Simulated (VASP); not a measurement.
Set up this calculation in VASP 6.6.1, as the native input.

| Item | Value |
| --- | --- |
| Task | single point |
| Functional | r2SCAN |
| Potentials or basis | VASP PAW PBE potentials, release 64 (B, N) |
| Cutoff | 520 eV |
| k mesh | 12 × 12 × 12 |
| Occupations | gaussian, width 0.02 eV |
| Spin | no spin polarisation |
| Dipole correction | no |
| Further INCAR settings | ALGO = Normal; EDIFF = 1e-07; NBANDS = 11 |

The system is BN.

```
CELL_PARAMETERS angstrom
0.00000 1.82268 1.82268
1.82268 0.00000 1.82268
1.82268 1.82268 0.00000
ATOMIC_POSITIONS crystal
B 0.00000 0.00000 0.00000
N 0.75000 0.75000 0.75000
```

These files were run (other wordings do the same):

POSCAR

```
BN
1.0
    0.0000000000      1.8226843616      1.8226843616
    1.8226843616      0.0000000000      1.8226843616
    1.8226843616      1.8226843616      0.0000000000
B N
1 1
Direct
    0.0000000000      0.0000000000      0.0000000000
    0.7500000000      0.7500000000      0.7500000000
```

INCAR.step1

```
SYSTEM = BN
PREC = Accurate ; ENCUT = 520
ISMEAR = 0 ; SIGMA = 0.02
LREAL = .False. ; LASPH = .True.
NELM = 60 ; NBANDS = 11
GGA = PE ; ALGO = Normal
EDIFF = 1E-4 ; LWAVE = .True.
LCHARG = .False.
```

INCAR.step2

```
SYSTEM = BN
PREC = Accurate ; ENCUT = 520
EDIFF = 1E-7 ; ISMEAR = 0
SIGMA = 0.02 ; LREAL = .False.
LASPH = .True. ; NELM = 60
ALGO = Normal ; ISIF = 2
LWAVE = .False. ; LCHARG = .False.
METAGGA = R2SCAN ; LMIXTAU = .True.
NBANDS = 11 ; ISTART = 1
```

KPOINTS

```
Automatic mesh
0
Gamma
  12 12 12
  0 0 0
```

Potentials or basis: VASP PAW PBE potentials, release 64 (B, N).

The run is started by

```console
$ cat potpaw_PBE.64/B/POTCAR potpaw_PBE.64/N/POTCAR > POTCAR
$ cp INCAR.step1 INCAR
$ mpirun -np 1 vasp_std > vasp.out
$ cp INCAR.step2 INCAR
$ mpirun -np 1 vasp_std > vasp.out
```

Results of the run:

```yaml
Pressure: -9.9 GPa
Band_gap_on_the_k_mesh: 4.94 eV (least direct gap 9.40 eV)
```

Caveat: the cell stands under tension; the PAW data sets were made with another functional, which shifts forces and pressure a little.

It took 18 s on 1 thread of Intel(R) Xeon(R) 6975P-C (Granite Rapids), with other jobs on the host, peak memory 0.12 GiB.
